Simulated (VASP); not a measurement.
Wanted: the native input for a VASP 6.6.1 run.

```
Task                   : single point
Functional             : PBE
Potentials or basis    : VASP PAW PBE potentials, release 64 (S, Mg)
Cutoff                 : 520 eV
k mesh                 : 9 × 9 × 9
Occupations            : fermi-dirac, width 0.05 eV
Spin                   : no spin polarisation
Dipole correction      : no
Further INCAR settings : ALGO = Normal; EDIFF = 1e-07; NBANDS = 11
```

The structure of MgS (Niningerite) lies in POSCAR:

```
MgS
1.0
    0.0000000000      2.5485401997      2.5485401997
    2.5485401997      0.0000000000      2.5485401997
    2.5485401997      2.5485401997      0.0000000000
S Mg
1 1
Direct
    0.5000000000      0.5000000000      0.5000000000
    0.0000000000      0.0000000000      0.0000000000
```

One way to write it, as run:

INCAR

```
PREC     = Accurate       # precision mode
ENCUT    = 520            # plane-wave cutoff, eV
EDIFF    = 1E-7           # SCF threshold, eV
ISMEAR   = -1             # smearing method
SIGMA    = 0.05           # smearing width, eV
LREAL    = False          # projectors in reciprocal space
LASPH    = True           # aspherical terms in the spheres
NELM     = 80             # most SCF steps
ALGO     = Normal         # electronic algorithm
ISIF     = 2              # what is computed and relaxed
LWAVE    = False          # write WAVECAR
LCHARG   = False          # write CHGCAR
GGA      = PE             # functional
NBANDS   = 11             # bands
```

KPOINTS

```
regular mesh
0
Gamma
  9 9 9
```

Potentials or basis: VASP PAW PBE potentials, release 64 (S, Mg).

Launch:

```bash
$ cat potpaw_PBE.64/S/POTCAR potpaw_PBE.64/Mg/POTCAR > POTCAR
$ mpirun -np 1 vasp_std > vasp.out
```

Results of the run:

| Item | Value |
| --- | --- |
| Pressure | 6.4 GPa |
| Band gap on the k mesh | 3.04 eV, indirect (least direct gap 4.22 eV) |

Wall time 13 s on 1 thread of Intel(R) Xeon(R) Platinum 8259CL CPU @ 2.50GHz (Skylake/Cascade Lake) (shared host), peak memory 0.16 GiB.
